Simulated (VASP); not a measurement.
Ti:

```xyz
2
Lattice="2.9357 0.0000 0.0000 -1.4679 2.5424 0.0000 0.0000 0.0000 4.6409" Properties=species:S:1:pos:R:3 pbc="T T T"
Ti    0.0000    1.6949    1.1602
Ti    1.4679    0.8475    3.4806
```

| Item | Value |
| --- | --- |
| Program | VASP 6.6.1 |
| Task | relaxation of cell and atoms |
| Functional | PBE |
| Potentials or basis | VASP PAW PBE potentials, release 64 (Ti_sv) |
| Cutoff | 600 eV |
| k mesh | 18 × 18 × 10 |
| Occupations | gaussian, width 0.1 eV |
| Spin | no spin polarisation |

At the start: pressure -0.1 GPa; volume 17.32 Å³/atom.

Problem. Where does the relaxation end?

Solution. Over 24 steps the energy falls by 122.5 meV/atom and the volume is 17.35 Å³/atom (+0.2 %); space group P6_3/mmc (No. 194, to 0.1 Å) before and after.

The path:
```csv
step,energy change (eV),largest force (eV/Å),pressure (GPa),volume (Å³)
1,0.0000,0.0000,-0.14,34.64
2,-0.2181,0.0000,0.42,34.56
3,-0.2449,0.0000,0.27,34.62
4,-0.2450,0.0000,0.21,34.63
5,-0.2450,0.0000,0.18,34.64
6,-0.2450,0.0000,0.24,34.64
7,-0.2450,0.0000,0.21,34.64
8,-0.2450,0.0000,0.20,34.64
9,-0.2450,0.0000,0.19,34.64
10,-0.2450,0.0000,0.19,34.64
11,-0.2450,0.0000,0.18,34.64
12,-0.2450,0.0000,0.19,34.64
13,-0.2450,0.0000,0.18,34.64
14,-0.2450,0.0000,0.18,34.64
15,-0.2450,0.0000,0.18,34.64
16,-0.2450,0.0000,0.18,34.64
17,-0.2450,0.0000,0.18,34.64
18,-0.2450,0.0000,0.18,34.64
19,-0.2450,0.0000,0.18,34.64
20,-0.2450,0.0000,0.11,34.68
21,-0.2450,0.0000,-0.04,34.76
22,-0.2450,0.0000,-0.20,34.74
23,-0.2450,0.0000,-0.12,34.70
24,-0.2450,0.0000,-0.01,34.69
```

Final structure:
```cif
data_structure
_symmetry_space_group_name_H-M 'P 1'
_symmetry_Int_Tables_number 1
_cell_length_a 2.9370
_cell_length_b 2.9370
_cell_length_c 4.6443
_cell_angle_alpha 90.000
_cell_angle_beta 90.000
_cell_angle_gamma 120.000
_cell_volume 34.69
loop_
_atom_site_label
_atom_site_type_symbol
_atom_site_fract_x
_atom_site_fract_y
_atom_site_fract_z
_atom_site_occupancy
Ti1 Ti 0.33333 0.66667 0.25000 1
Ti2 Ti 0.66667 0.33333 0.75000 1
```
